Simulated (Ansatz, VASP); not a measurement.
Two plane-wave programs on Si2W

The input INCAR:

```
PREC = Accurate
ENCUT = 520
EDIFF = 1E-6
ISMEAR = -1
SIGMA = 0.05
LREAL = False
LASPH = True
NELM = 150
ALGO = Normal
ISIF = 2
LWAVE = False
LCHARG = False
LMAXMIX = 4
LDAU = True
LDAUTYPE = 2
LDAUL = 2 -1
LDAUU = 2 0
LDAUJ = 0 0
LDAUPRINT = 1
GGA = PE
NBANDS = 18
```

The input KPOINTS:

```
regular mesh
0
Gamma
  12 12 12
```

Contents of POSCAR:

```
Si2W
1.0
   -1.6069000000      1.6069000000      3.9149500000
    1.6069000000     -1.6069000000      3.9149500000
    1.6069000000      1.6069000000     -3.9149500000
W Si
1 2
Direct
    0.0000000000      0.0000000000      0.0000000000
    0.6653000000      0.6653000000      0.0000000000
    0.3347000000      0.3347000000      0.0000000000
```

Contents of input.yaml:

```yaml
crystal:
  lattice:
    - [-1.6069, 1.6069, 3.91495]
    - [1.6069, -1.6069, 3.91495]
    - [1.6069, 1.6069, -3.91495]
  atoms:
    - { symbol: W, position: [0.0, 0.0, 0.0] }
    - { symbol: Si, position: [0.6653, 0.6653, 0.0] }
    - { symbol: Si, position: [0.3347, 0.3347, 0.0] }
hamiltonian:
  xc: pbe
  pseudopotentials: { kind: paw }
  hubbard: { sites: [{ species: W, l: d, u_eff: 2.0 }] }
kpoints:
  mp_grid: { grid: [12, 12, 12] }
  band_path:
    path:
      - [[0.0, 0.0, 0.0], [0.0, 0.0, 0.5], [-0.084235521, 0.084235521, 0.5], [-0.2921177605, 0.2921177605, 0.2921177605], [0.0, 0.0, 0.0], [0.5, 0.5, -0.5], [0.2921177605, 0.7078822395, -0.2921177605], [0.0, 0.5, 0.0], [0.25, 0.25, 0.25], [0.5, 0.5, -0.084235521], [0.5, 0.5, -0.5]]
      - [[0.0, 0.0, 0.5], [0.25, 0.25, 0.25]]
    npoints: 14
scf:
  occupations: { method: fermi_dirac, width: 0.05 }
  n_extra_bands: 7
output:
  forces: true
  stress: true
  eigenvalues: true
  fatbands: false
```

Alike in both runs: functional PBE; k mesh 12 × 12 × 12; occupations fermi-dirac, width 0.05 eV; no spin polarisation; Hubbard terms W d U = 2.0 eV.

|  | VASP | Ansatz |
| --- | --- | --- |
| version | VASP 6.6.1 | Ansatz 0.2.0 |
| potentials or method | VASP PAW PBE potentials, release 64 (W_sv, Si) | Ansatz PAW |
| plane-wave cutoff (eV) | 520 | 420 |
| valence electrons in the cell | 22 | 22 |
| task | single point | band structure |

VASP gave:

* gap on the k mesh at the Fermi level (eV): none
* pressure (GPa): 5.2
* traceless stress, the component that is largest in VASP (GPa): 0.21
* rms of the force components (eV/Å): 0.031

Question: What did Ansatz give for the same quantities?

Answer: gap on the k mesh at the Fermi level (eV): none; pressure (GPa): 2.9; traceless stress, the component that is largest in VASP (GPa): -0.12; rms of the force components (eV/Å): 0.013.

The programs project onto different local orbitals, so the same U acts differently, and such runs can settle in different states. Atom by atom the forces differ by 0.044 eV/Å (rms over components). A gap of «none» marks a metal or a gap that the smearing closes.

Spin-orbit coupling is off throughout.
